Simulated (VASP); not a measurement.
B2Ru3, 10 atoms in the cell. Symmetry: Pn-3m, No. 224, cubic system. The conventional cell has a = 5.098 Å, b = 5.098 Å, c = 5.098 Å, α = 90.00°, β = 90.00°, γ = 90.00°. B (site symmetry -3m) has 6 Ru at 2.21 Å within 2.9 Å. Ru (site symmetry -42m) has 4 B at 2.21 Å and 4 Ru at 2.55 Å within 2.9 Å. The cell was generated, and may not be a known phase.

```yaml
Program: VASP 6.6.1
Task: relaxation of cell and atoms
Functional: PBE
Potentials_or_basis: VASP PAW PBE potentials, release 64 (B, Ru_pv)
Cutoff: 600 eV
k_mesh: 8 × 8 × 8
Occupations: gaussian, width 0.1 eV
Spin: no spin polarisation
Dipole_correction: no
Further_INCAR_settings: ALGO = Fast; EDIFF = 1e-06; IBRION = 2; EDIFFG = -0.01; NSW = 100; ISIF = 3
```

Potentials or basis: VASP PAW PBE potentials, release 64 (B, Ru_pv).

Command:

```bash
$ cat potpaw_PBE.64/B/POTCAR potpaw_PBE.64/Ru_pv/POTCAR > POTCAR
$ mpirun -np 1 vasp_std > vasp.out
```

Hardware: 1 thread of Intel(R) Xeon(R) 6975P-C (Granite Rapids) (shared host).

Task: How long does it take, and how much memory?

Result: It took 7.7 min on 1 thread of Intel(R) Xeon(R) 6975P-C (Granite Rapids), with other jobs on the host, peak memory 0.42 GiB. Counts: scf iterations 32, k points 35, ion steps 3.
